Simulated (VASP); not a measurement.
## WS2: single point with revPBE

The system is WS2, a slab with vacuum.

```
CELL_PARAMETERS angstrom
3.18312 0.00000 0.00000
-1.59156 2.75666 0.00000
0.00000 0.00000 35.18056
ATOMIC_POSITIONS crystal
W 0.33333 0.66667 0.59232
W 0.33333 0.66667 0.22340
W 0.66667 0.33333 0.77660
W 0.66667 0.33333 0.40768
S 0.33333 0.66667 0.82115
S 0.33333 0.66667 0.45202
S 0.66667 0.33333 0.63662
S 0.66667 0.33333 0.26774
S 0.33333 0.66667 0.73226
S 0.33333 0.66667 0.36338
S 0.66667 0.33333 0.54798
S 0.66667 0.33333 0.17885
```

| Item | Value |
| --- | --- |
| Program | VASP 6.6.1 |
| Task | single point |
| Functional | revPBE |
| Potentials or basis | VASP PAW PBE potentials, release 64 (W_sv, S) |
| Cutoff | 520 eV |
| k mesh | 10 × 10 × 1 |
| Occupations | fermi-dirac, width 0.05 eV |
| Spin | no spin polarisation |
| Dipole correction | no |
| Further INCAR settings | ALGO = Normal; EDIFF = 1e-07; NBANDS = 64 |

* Largest force: 0.294 eV/Å
* Band gap on the k mesh: 1.48 eV (least direct gap 2.11 eV)

Forces on the atoms (eV/Å):
```
W    0.000  0.000 -0.021
W    0.000  0.000 -0.140
W    0.000  0.000  0.140
W    0.000  0.000  0.021
S    0.000  0.000  0.248
S    0.000  0.000  0.276
S    0.000  0.000  0.294
S    0.000  0.000  0.256
S    0.000  0.000 -0.256
S    0.000  0.000 -0.294
S    0.000  0.000 -0.276
S    0.000  0.000 -0.248
```

Levels at points of the mesh, in eV from the valence-band top:
```tsv
k point	band 49	band 50	band 51	band 52	band 53	band 54	band 55	band 56
(0.00, 0.00, 0.00)	-0.72	-0.46	-0.18	0.00	2.43	2.43	2.43	2.43
(0.50, 0.00, 0.00)	-1.43	-1.40	-1.37	-1.35	2.40	2.41	2.42	2.42
```

Wall time 16 min on 1 thread of Intel Xeon 8259CL (shared host), peak memory 0.51 GiB.

Caveat: the PAW data sets were made with another functional, which shifts forces and pressure a little; spin-orbit coupling is left out, which moves the levels of the heavy elements.
